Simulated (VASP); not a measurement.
Set up this calculation in VASP 6.6.1, as the native input.

* Task: single point
* Functional: HSE06
* Potentials or basis: VASP PAW PBE potentials, release 64 (Mo_sv)
* Cutoff: 520 eV
* k mesh: 6 × 6 × 6
* Occupations: fermi-dirac, width 0.1 eV
* Spin: no spin polarisation
* Dipole correction: no
* Grid for exact exchange (PRECFOCK): Normal
* Further INCAR settings: ALGO = Normal; EDIFF = 1e-07; NBANDS = 13
* Screening parameter: 0.2079 1/Å

Crystal: Mo.

```
Mo
1.0
    -1.60079    1.60079    1.60079
     1.60079   -1.60079    1.60079
     1.60079    1.60079   -1.60079
Mo
1
Cartesian
  0.0000 0.0000 0.0000
```

These files were run (other wordings do the same):

POSCAR

```
Mo
1.0
   -1.6007918580      1.6007918580      1.6007918580
    1.6007918580     -1.6007918580      1.6007918580
    1.6007918580      1.6007918580     -1.6007918580
Mo
1
Direct
    0.0000000000      0.0000000000      0.0000000000
```

INCAR.step1

```
SYSTEM = Mo
  PREC = Accurate
  ENCUT = 520
  EDIFF = 1E-5
  ISMEAR = -1
  SIGMA = 0.1
  LREAL = .FALSE.
  LASPH = .TRUE.
  NELM = 60
  ALGO = Normal
  ISIF = 2
  LWAVE = .TRUE.
  LCHARG = .FALSE.
  GGA = PE
  NBANDS = 13
```

INCAR.step2

```
SYSTEM = Mo
  PREC = Accurate
  ENCUT = 520
  EDIFF = 1E-7
  ISMEAR = -1
  SIGMA = 0.1
  LREAL = .FALSE.
  LASPH = .TRUE.
  NELM = 60
  ALGO = Normal
  ISIF = 2
  LWAVE = .FALSE.
  LCHARG = .FALSE.
  GGA = PE
  LHFCALC = .TRUE.
  HFSCREEN = 0.2079
  PRECFOCK = Normal
  ISTART = 1
  NBANDS = 13
```

KPOINTS

```
regular mesh
0
G
  6 6 6
  0 0 0
```

Potentials or basis: VASP PAW PBE potentials, release 64 (Mo_sv).

Command:

```bash
$ cat potpaw_PBE.64/Mo_sv/POTCAR > POTCAR
$ cp INCAR.step1 INCAR
$ mpirun -np 1 vasp_std > vasp.out
$ cp INCAR.step2 INCAR
$ mpirun -np 1 vasp_std > vasp.out
```

It gave:

| Quantity | Value |
| --- | --- |
| Pressure | -16.6 GPa |
| Band gap on the k mesh | zero (band 7 reaches 16.03 eV, above the bottom of band 8 at 10.06 eV) |

Caveat: the k points lie up to 0.46 Å⁻¹ apart; the PAW data sets were made with another functional, which shifts forces and pressure a little.

Wall time 11 min on 1 thread of AMD EPYC 9R14 (Zen 4), on a shared host, peak memory 0.21 GiB.
